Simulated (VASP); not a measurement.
Input of a VASP 6.6.1 run:

File INCAR:

```
SYSTEM = Sc
  PREC = Accurate
  ENCUT = 500
  EDIFF = 1E-6
  ISMEAR = -1
  SIGMA = 0.05
  LREAL = .False.
  LASPH = .True.
  NELM = 120
  ALGO = Normal
  ISIF = 2
  LWAVE = .False.
  LCHARG = .False.
  GGA = PS
  NBANDS = 12
  GGA_COMPAT = .False.
```

Contents of KPOINTS:

```
Automatic mesh
0
Gamma
  7 7 7
  0 0 0
```

File POSCAR:

```
Sc
1.0
   -1.8131640933      1.8131640933      1.8131640933
    1.8131640933     -1.8131640933      1.8131640933
    1.8131640933      1.8131640933     -1.8131640933
Sc
1
Direct
    0.0000000000      0.0000000000      0.0000000000
```

Potentials or basis: VASP PAW PBE potentials, release 64 (Sc_sv).

The run is started by

```bash
$ cat potpaw_PBE.64/Sc_sv/POTCAR > POTCAR
$ mpirun -np 1 vasp_std > vasp.out
```

Q: Estimate the band gap on the k mesh.

A: Zero (an odd number of electrons rules out a gap without spin polarisation).

Q: Predict the pressure.

A: 0.0 GPa.

Caveat: the PAW data sets were made with another functional, which shifts forces and pressure a little.
